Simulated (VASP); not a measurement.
A run of VASP 6.6.1 is set up as follows.

The input INCAR:

```
SYSTEM = SnO
PREC     = Accurate       ! precision mode
ENCUT    = 520            ! plane-wave cutoff, eV
EDIFF    = 1E-7           ! SCF threshold, eV
ISMEAR   = 0              ! smearing method
SIGMA    = 0.05           ! smearing width, eV
LREAL    = .False.        ! projectors in reciprocal space
LASPH    = .True.         ! aspherical terms in the spheres
NELM     = 80             ! most SCF steps
ALGO     = Normal         ! electronic algorithm
ISIF     = 2              ! what is computed and relaxed
LWAVE    = .False.        ! write WAVECAR
LCHARG   = .False.        ! write CHGCAR
GGA      = PE             ! functional
NBANDS   = 28             ! bands
```

KPOINTS

```
regular mesh
0
Gamma
  10 10 8
  0 0 0
```

Contents of POSCAR:

```
SnO
1.0
    3.8532258581      0.0000000000      0.0000000000
    0.0000000000      3.8532258581      0.0000000000
    0.0000000000      0.0000000000      4.9029435365
Sn O
2 2
Direct
    0.0000000000      0.5000000000      0.2362489042
    0.5000000000      0.0000000000      0.7637510958
    0.0000000000      0.0000000000      0.0000000000
    0.5000000000      0.5000000000      0.0000000000
```

Potentials or basis: VASP PAW PBE potentials, release 64 (Sn_d, O).

Launch:

```console
$ cat potpaw_PBE.64/Sn_d/POTCAR potpaw_PBE.64/O/POTCAR > POTCAR
$ mpirun -np 1 vasp_std > vasp.out
```

**Question.** Estimate the largest force.

**Answer.** 0.080 eV/Å.

**Question.** What does it give for the band gap on the k mesh?

**Answer.** 0.24 eV (least direct gap 2.00 eV).

**Question.** Predict the pressure.

**Answer.** 1.2 GPa.

Forces on the atoms (eV/Å):
```
Sn   0.000  0.000  0.080
Sn   0.000  0.000 -0.080
O    0.000  0.000  0.000
O    0.000  0.000  0.000
```

Caveat: semilocal functionals underestimate gaps, and a narrow one can read as zero; spin-orbit coupling is left out, which moves the levels of the heavy elements. A k mesh can miss the band edges.
